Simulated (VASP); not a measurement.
# GeSe: single point with revPBE

The system is GeSe, in a box.

```
Ge Se
1.0
     9.00000    0.00000    0.00000
     0.00000    9.00000    0.00000
     0.00000    0.00000   12.00000
Ge Se
1 1
Direct
  0.50144 0.50233 0.41389
  0.50144 0.50233 0.59594
```

This cell differs from its parent crystal: last atom moved by 0.05 Å along z.

| Item | Value |
| --- | --- |
| Program | VASP 6.6.1 |
| Task | single point |
| Functional | revPBE |
| Potentials or basis | VASP PAW PBE potentials, release 64 (Ge_d, Se) |
| Cutoff | 400 eV |
| k mesh | 1 × 1 × 1 |
| Occupations | gaussian, width 0.03 eV |
| Spin | no spin polarisation |

| Item | Value |
| --- | --- |
| Largest force | 0.377 eV/Å |
| Gap between the frontier levels | 3.24 eV |

Forces in eV/Å, atoms in the order of the input:
```
Ge   0.000  0.000  0.377
Se   0.000  0.000 -0.377
```

Levels at points of the mesh, in eV from the valence-band top:
| k point | band 8 | band 9 | band 10 | band 11 | band 12 | band 13 |
| --- | --- | --- | --- | --- | --- | --- |
| (0.00, 0.00, 0.00) | -0.20 | 0.00 | 0.00 | 3.24 | 3.24 | 5.59 |

It took 58 s on 1 thread of Intel(R) Xeon(R) Platinum 8488C (Sapphire Rapids) (shared host), peak memory 0.56 GiB.

Caveat: the cell differs from its parent crystal (last atom moved by 0.05 Å along z); the PAW data sets were made with another functional, which shifts forces and pressure a little.
